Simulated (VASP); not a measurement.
# WSe2: single point with PBEsol

The system is WSe2, a slab with vacuum.

```
W Se
1.0
     3.12230    0.00000    0.00000
    -1.56115    2.70399    0.00000
     0.00000    0.00000   18.81109
W Se
1 2
Cartesian
  0.0000 0.0000 0.0000
  0.0000 1.8027 1.8771
  0.0000 1.8027 16.9340
```

This cell differs from its parent crystal: ratio of the length along z to the lengths across it x 1.2, volume and fractional coordinates fixed.

```yaml
Program: VASP 6.6.1
Task: single point
Functional: PBEsol
Potentials_or_basis: VASP PAW PBE potentials, release 64 (W_sv, Se)
Cutoff: 520 eV
k_mesh: 12 × 12 × 2
Occupations: gaussian, width 0.05 eV
Spin: no spin polarisation
```

```yaml
Largest_force: 2.131 eV/Å
Band_gap_on_the_k_mesh: 0.97 eV, indirect (least direct gap 1.36 eV)
```

Forces in eV/Å, atoms in the order of the input:
```
W    0.000  0.000  0.000
Se   0.000  0.000 -2.131
Se   0.000  0.000  2.131
```

Levels at points of the mesh, in eV from the valence-band top:
```csv
k point,band 9,band 10,band 11,band 12,band 13,band 14,band 15,band 16,band 17,band 18
"(0.00, 0.00, 0.00)",-1.40,-1.29,-1.29,-0.03,-0.03,3.35,3.35,3.50,3.50,4.18
"(0.50, 0.00, 0.00)",-4.08,-2.79,-2.09,-1.17,-0.01,2.48,3.38,3.41,4.11,5.34
"(0.00, 0.00, 0.50)",-1.40,-1.29,-1.29,-0.03,-0.03,3.35,3.35,3.50,3.50,4.23
"(0.50, 0.00, 0.50)",-4.08,-2.79,-2.09,-1.17,-0.01,2.48,3.38,3.41,4.11,5.34
```

It took 95 s on 1 thread of Intel(R) Xeon(R) 6975P-C (Granite Rapids), with other jobs on the host, peak memory 0.33 GiB.

Caveat: the PAW data sets were made with another functional, which shifts forces and pressure a little; spin-orbit coupling is left out, which moves the levels of the heavy elements.
